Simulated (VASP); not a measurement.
Write the native input for VASP 6.6.1 that does the following.

- Task: single point
- Functional: PBE
- Potentials or basis: VASP PAW PBE potentials, release 64 (Sr_sv, Ti_sv, O)
- Cutoff: 520 eV
- k mesh: 8 × 8 × 8
- Occupations: gaussian, width 0.1 eV
- Spin: collinear spin
- Starting moments: [0.0, 0.0, 0.0, 2.56, 0.0] μB
- Dipole correction: no
- Further INCAR settings: ALGO = Normal; EDIFF = 1e-07; NBANDS = 36

The structure of Sr3TiO lies in POSCAR:

```
Sr3TiO
1.0
    5.2703418648      0.0000000000      0.0000000000
    0.0000000000      5.2703418648      0.0000000000
    0.0000000000      0.0000000000      5.2703418648
Sr Ti O
3 1 1
Direct
    0.0000000000      0.5000000000      0.5000000000
    0.5000000000      0.0000000000      0.5000000000
    0.5000000000      0.5000000000      0.0000000000
    0.0000000000      0.0000000000      0.0000000000
    0.5000000000      0.5000000000      0.5000000000
```

These files were run (other wordings do the same):

INCAR

```
SYSTEM = Sr3TiO
PREC = Accurate ; ENCUT = 520
EDIFF = 1E-7 ; ISMEAR = 0
SIGMA = 0.1 ; LREAL = .False.
LASPH = .True. ; NELM = 150
ALGO = Normal ; ISIF = 2
LWAVE = .False. ; LCHARG = .False.
ISPIN = 2 ; MAGMOM = 0 0 0 2.56 0
LORBIT = 11 ; LMAXMIX = 4
GGA = PE ; NBANDS = 36
```

KPOINTS

```
regular mesh
0
Gamma
  8 8 8
  0 0 0
```

Potentials or basis: VASP PAW PBE potentials, release 64 (Sr_sv, Ti_sv, O).

Launch:

```sh
$ cat potpaw_PBE.64/Sr_sv/POTCAR potpaw_PBE.64/Ti_sv/POTCAR potpaw_PBE.64/O/POTCAR > POTCAR
$ mpirun -np 1 vasp_std > vasp.out
```

It gave:

The pressure is 0.1 GPa and the net moment is 3.56 μB per cell. The site moments are Sr +0.07; Ti +1.80; O +0.03 μB and the valence electrons inside the program's atomic spheres are Sr 8.02; Ti 10.13; O 4.94.

Run time: 6.5 min on 1 thread of Intel(R) Xeon(R) 6975P-C (Granite Rapids), with other jobs on the host, peak memory 0.47 GiB.
